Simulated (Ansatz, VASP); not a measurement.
# Two plane-wave programs on Ni

The input POSCAR:

```
Ni
1.0
    4.0383156565      0.0000000000      0.0000000000
   -2.0191578283      3.4972839470      0.0000000000
    0.0000000000      0.0000000000      2.4572222354
Ni
3
Direct
    1.0000000000      1.0000000000      0.0000000000
    0.3333333333      0.6666666667      0.5000000000
    0.6666666667      0.3333333333      0.5000000000
```

File INCAR.step1:

```
SYSTEM = Ni
ALGO     = Normal         ! electronic algorithm
EDIFF    = 1E-4           ! SCF threshold, eV
ENCUT    = 520            ! plane-wave cutoff, eV
GGA      = PE             ! functional
ISMEAR   = -1             ! smearing method
ISPIN    = 2              ! spin polarisation
LASPH    = .True.         ! aspherical terms in the spheres
LCHARG   = .False.        ! write CHGCAR
LMAXMIX  = 4              ! l up to which the mixer works
LREAL    = .False.        ! projectors in reciprocal space
LWAVE    = .True.         ! write WAVECAR
MAGMOM   = 0.783 0.791 0.791 ! initial moments
NBANDS   = 26             ! bands
NELM     = 150            ! most SCF steps
PREC     = Accurate       ! precision mode
SIGMA    = 0.05           ! smearing width, eV
```

Contents of INCAR.step2:

```
SYSTEM = Ni
ALGO     = Normal         ! electronic algorithm
EDIFF    = 1E-6           ! SCF threshold, eV
ENCUT    = 520            ! plane-wave cutoff, eV
ISIF     = 2              ! what is computed and relaxed
ISMEAR   = -1             ! smearing method
ISPIN    = 2              ! spin polarisation
ISTART   = 1            
LASPH    = .True.         ! aspherical terms in the spheres
LCHARG   = .False.        ! write CHGCAR
LMAXMIX  = 4              ! l up to which the mixer works
LMIXTAU  = .True.       
LORBIT   = 11             ! projections on sites
LREAL    = .False.        ! projectors in reciprocal space
LWAVE    = .False.        ! write WAVECAR
MAGMOM   = 0.783 0.791 0.791 ! initial moments
METAGGA  = R2SCAN         ! meta-GGA
NBANDS   = 26             ! bands
NELM     = 150            ! most SCF steps
PREC     = Accurate       ! precision mode
SIGMA    = 0.05           ! smearing width, eV
```

The input KPOINTS:

```
k-points
0
Gamma
  10 10 15
  0 0 0
```

Input for Ansatz:

```yaml
crystal:
  lattice:
    - [4.0383156565, 0.0, 0.0]
    - [-2.0191578283, 3.497283947, 0.0]
    - [0.0, 0.0, 2.4572222354]
  atoms:
    - { symbol: Ni, position: [1.0, 1.0, 0.0], spin: 0.783 }
    - { symbol: Ni, position: [0.3333333333, 0.6666666667, 0.5], spin: 0.791 }
    - { symbol: Ni, position: [0.6666666667, 0.3333333333, 0.5], spin: 0.791 }
hamiltonian:
  xc: r2scan
  pseudopotentials:
    kind: paw
    azcp:
      Ni: "pseudopotentials/Ni.paw.azcp"
basis:
  ecutwfc: 500
  fft_grid_basis: typed
kpoints:
  mp_grid: { grid: [10, 10, 15], shift: [0, 0, 0] }
magnetization:
  spin_polarized: true
scf:
  occupations: { method: fermi_dirac, width: 0.05 }
  lower_state_search: "off"
output:
  stress: true
  write_density: true
  write_potential: true
  elf: true
  volumetric_format: npy
```

Alike in both runs: task single point; functional r2SCAN; k mesh 10 × 10 × 15; occupations fermi-dirac, width 0.05 eV; collinear spin.

|  | VASP | Ansatz |
| --- | --- | --- |
| version | VASP 6.6.1 | Ansatz 0.2.0 |
| potentials or method | VASP PAW PBE potentials, release 64 (Ni), cutoff 520 eV | plane waves (500 eV) with PAW, scalar-relativistic |
| valence electrons in the cell | 30 | 54 |

```tsv
	VASP	Ansatz	Ansatz less VASP
pressure (GPa)	-12.9	-13.2	-0.34
traceless stress, the component that is largest in VASP (GPa)	0.29	0.36	+0.063
net moment per atom (μB)	0.72	0.74	+0.015
size of the moment on the site where the two differ most (μB)	0.75	0.81	+0.066
```

VASP's potentials were made for PBE, not for r2SCAN. Site moments also hang on the region over which each program counts them. VASP's potentials hold 30 valence electrons a cell and Ansatz's 54, so a difference there can come from the potentials and not from the codes. Ansatz's warnings: stability check not made.
